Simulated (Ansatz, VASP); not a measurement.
## Two plane-wave programs on BN

File INCAR:

```
  PREC = Accurate
  ENCUT = 520
  EDIFF = 1E-6
  ISMEAR = 0
  SIGMA = 0.05
  LREAL = F
  LASPH = T
  NELM = 80
  ALGO = Normal
  ISIF = 2
  LWAVE = F
  LCHARG = F
  GGA = PE
  NBANDS = 16
```

Contents of KPOINTS:

```
Automatic mesh
0
Gamma
  12 12 4
```

The input POSCAR:

```
BN
1.0
    2.5121751215      0.0000000000      0.0000000000
   -1.2560875608      2.1756074740      0.0000000000
    0.0000000000      0.0000000000      8.3436910039
B N
2 2
Direct
    0.3333333333      0.6666666667      0.2500000000
    0.6666666667      0.3333333333      0.7500000000
    0.3868671494      0.5204095613      0.7500000000
    0.6666666667      0.3333333333      0.2500000000
```

Input for Ansatz:

```yaml
crystal:
  lattice:
    - [2.5121751215, 0.0, 0.0]
    - [-1.2560875608, 2.175607474, 0.0]
    - [0.0, 0.0, 8.3436910039]
  atoms:
    - { symbol: B, position: [0.3333333333, 0.6666666667, 0.25] }
    - { symbol: B, position: [0.6666666667, 0.3333333333, 0.75] }
    - { symbol: "N", position: [0.3868671494, 0.5204095613, 0.75] }
    - { symbol: "N", position: [0.6666666667, 0.3333333333, 0.25] }
basis:
  ecutwfc: 420
kpoints:
  mp_grid: { grid: [12, 12, 4] }
hamiltonian:
  xc: pbe
scf:
  occupations: { method: gaussian, width: 0.05 }
output:
  forces: true
  stress: true
  eigenvalues: true
```

Alike in both runs: task single point; functional PBE; k mesh 12 × 12 × 4; occupations gaussian, width 0.05 eV; no spin polarisation.

|  | VASP | Ansatz |
| --- | --- | --- |
| version | VASP 6.6.1 | Ansatz 0.2.0 |
| potentials or method | VASP PAW PBE potentials, release 64 (B, N), cutoff 520 eV | scalar-relativistic, plane waves, PAW |
| valence electrons in the cell | 16 | 16 |

VASP gave:

- gap on the k mesh at the Fermi level (eV): 3.12
- least direct gap on the mesh (eV): 3.12
- rms of the force components (eV/Å): 18.388

Q: Estimate Ansatz's values.

A: gap on the k mesh at the Fermi level (eV): 3.14; least direct gap on the mesh (eV): 3.14; rms of the force components (eV/Å): 17.820.

Atom by atom the forces differ by 0.568 eV/Å (rms over components).
